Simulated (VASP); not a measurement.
Wanted: the native input for a VASP 6.6.1 run.

* Task: single point
* Functional: PBE
* Potentials or basis: VASP PAW PBE potentials, release 64 (Ba_sv, S)
* Cutoff: 520 eV
* k mesh: 8 × 8 × 8
* Occupations: gaussian, width 0.05 eV
* Spin: no spin polarisation
* Dipole correction: no
* Further INCAR settings: ALGO = Normal; EDIFF = 1e-06; NBANDS = 15

The structure of BaS lies in POSCAR:

```
BaS
1.0
    0.0000000000      3.1937500000      3.2576250000
    3.1937500000      0.0000000000      3.2576250000
    3.1937500000      3.1937500000      0.0000000000
Ba S
1 1
Direct
    0.0000000000      0.0000000000      0.0000000000
    0.5000000000      0.5000000000      0.5000000000
```

This cell differs from its parent crystal: strain +0.0200 x Voigt [0, 0, 1, 0, 0, 0].

These files were run (other wordings do the same):

INCAR

```
ALGO = Normal ; EDIFF = 1E-6
ENCUT = 520 ; GGA = PE
ISIF = 2 ; ISMEAR = 0
LASPH = T ; LCHARG = F
LREAL = F ; LWAVE = F
NBANDS = 15 ; NELM = 100
PREC = Accurate ; SIGMA = 0.05
```

KPOINTS

```
k-points
0
Gamma
  8 8 8
```

Potentials or basis: VASP PAW PBE potentials, release 64 (Ba_sv, S).

Run with:

```console
$ cat potpaw_PBE.64/Ba_sv/POTCAR potpaw_PBE.64/S/POTCAR > POTCAR
$ mpirun -np 1 vasp_std > vasp.out
```

It gave:

- Pressure: 0.6 GPa
- Band gap on the k mesh: 2.12 eV, indirect (least direct gap 2.26 eV)

Caveat: the cell differs from its parent crystal (strain +0.0200 x Voigt [0, 0, 1, 0, 0, 0]); spin-orbit coupling is left out, which moves the levels of the heavy elements.

It took 30 s on 1 thread of Intel(R) Xeon(R) Platinum 8488C (Sapphire Rapids), on a shared host, peak memory 0.23 GiB.
